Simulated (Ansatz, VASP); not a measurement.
## Two plane-wave programs on Mg

The input INCAR:

```
  ALGO = Normal
  EDIFF = 1E-6
  ENCUT = 520
  GGA = PS
  ISIF = 2
  ISMEAR = 0
  LASPH = True
  LCHARG = False
  LREAL = False
  LWAVE = False
  NBANDS = 7
  NELM = 60
  PREC = Accurate
  SIGMA = 0.15
```

Contents of KPOINTS:

```
k-points
0
Gamma
  18 18 18
```

Contents of POSCAR:

```
Mg
1.0
   -1.8219578674      1.8219578674      1.4943000000
    1.8219578674     -1.8219578674      1.4943000000
    1.8219578674      1.8219578674     -1.4943000000
Mg
1
Direct
    0.0000000000      0.0000000000      0.0000000000
```

Input for Ansatz:

```yaml
crystal:
  lattice:
    - [-1.8219578674, 1.8219578674, 1.4943]
    - [1.8219578674, -1.8219578674, 1.4943]
    - [1.8219578674, 1.8219578674, -1.4943]
  atoms:
    - { symbol: Mg, position: [0.0, 0.0, 0.0] }
basis:
  ecutwfc: 520.0
kpoints:
  mp_grid: { grid: [18, 18, 18] }
hamiltonian:
  xc: pbesol
scf:
  occupations: { method: gaussian, width: 0.15 }
output:
  forces: true
  stress: true
  eigenvalues: true
```

Alike in both runs: task single point; functional PBEsol; k mesh 18 × 18 × 18; occupations gaussian, width 0.15 eV; no spin polarisation.

|  | VASP | Ansatz |
| --- | --- | --- |
| version | VASP 6.6.1 | Ansatz 0.2.0 |
| potentials or method | VASP PAW PBE potentials, release 64 (Mg), cutoff 520 eV | scalar-relativistic, plane waves, PAW |
| valence electrons in the cell | 2 | 10 |

|  | VASP | Ansatz | Ansatz less VASP |
| --- | --- | --- | --- |
| gap on the k mesh at the Fermi level (eV) | none | none | - |
| pressure (GPa) | 6.8 | 6.7 | -0.04 |
| traceless stress, the component that is largest in VASP (GPa) | 3.83 | 3.77 | -0.053 |

VASP's potentials were made for PBE, not for PBEsol. A gap of «none» marks a metal or a gap that the smearing closes. VASP's potentials hold 2 valence electrons a cell and Ansatz's 10, so a difference there can come from the potentials and not from the codes.
